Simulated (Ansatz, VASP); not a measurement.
This is a calculation of Zn for VASP 6.6.1.

The input INCAR:

```
PREC     = Accurate       # precision mode
ENCUT    = 520            # plane-wave cutoff, eV
EDIFF    = 1E-7           # SCF threshold, eV
ISMEAR   = 0              # smearing method
SIGMA    = 0.05           # smearing width, eV
LREAL    = False          # projectors in reciprocal space
LASPH    = True           # aspherical terms in the spheres
NELM     = 60             # most SCF steps
ALGO     = Normal         # electronic algorithm
ISIF     = 2              # what is computed and relaxed
LWAVE    = False          # write WAVECAR
LCHARG   = False          # write CHGCAR
GGA      = RP             # functional
NBANDS   = 19             # bands
```

Contents of KPOINTS:

```
Automatic mesh
0
Gamma
  11 11 6
```

Contents of POSCAR:

```
Zn
1.0
    2.6700000000      0.0000000000      0.0000000000
   -1.3350000000      2.3122878281      0.0000000000
    0.0000000000      0.0000000000      4.9660000000
Zn
2
Direct
    0.6666666667      0.3333333333      0.7500000000
    0.3333333333      0.6666666667      0.2500000000
```

Potentials or basis: VASP PAW PBE potentials, release 64 (Zn).

Command:

```console
$ cat potpaw_PBE.64/Zn/POTCAR > POTCAR
$ mpirun -np 1 vasp_std > vasp.out
```

Q: Set up the same calculation for Ansatz 0.2.0. Potentials there: all-electron LAPW, scalar-relativistic.

A: As run (the cutoff follows the program's own potentials):

The input input.yaml:

```yaml
crystal:
  lattice:
    - [2.67, 0.0, 0.0]
    - [-1.335, 2.3122878281, 0.0]
    - [0.0, 0.0, 4.966]
  atoms:
    - { symbol: Zn, position: [0.6666666667, 0.3333333333, 0.75] }
    - { symbol: Zn, position: [0.3333333333, 0.6666666667, 0.25] }
kpoints:
  mp_grid: { grid: [11, 11, 6] }
scf:
  occupations: { method: gaussian, width: 0.05 }
hamiltonian:
  xc: rpbe
  pseudopotentials: { kind: all_electron, lapw: { basis_error: 0.001 } }
output:
  forces: true
  stress: true
  eigenvalues: true
```

Potentials or basis: all-electron LAPW, scalar-relativistic.

Launch:

```console
$ ansatz run input.yaml --threads 1 --pin off --max-ram 3072MiB --backend cpu --events-out ev --progress --plain --runs-dir out
```

Both were run:

|  | VASP | Ansatz | Ansatz less VASP |
| --- | --- | --- | --- |
| gap on the k mesh at the Fermi level (eV) | none | none | - |
| pressure (GPa) | 2.7 | 2.4 | -0.30 |
| traceless stress, the component that is largest in VASP (GPa) | -1.83 | -1.71 | +0.111 |

VASP's potentials were made for PBE, not for RPBE. A gap of «none» marks a metal or a gap that the smearing closes. Ansatz ran all-electron here, and VASP with PAW potentials.
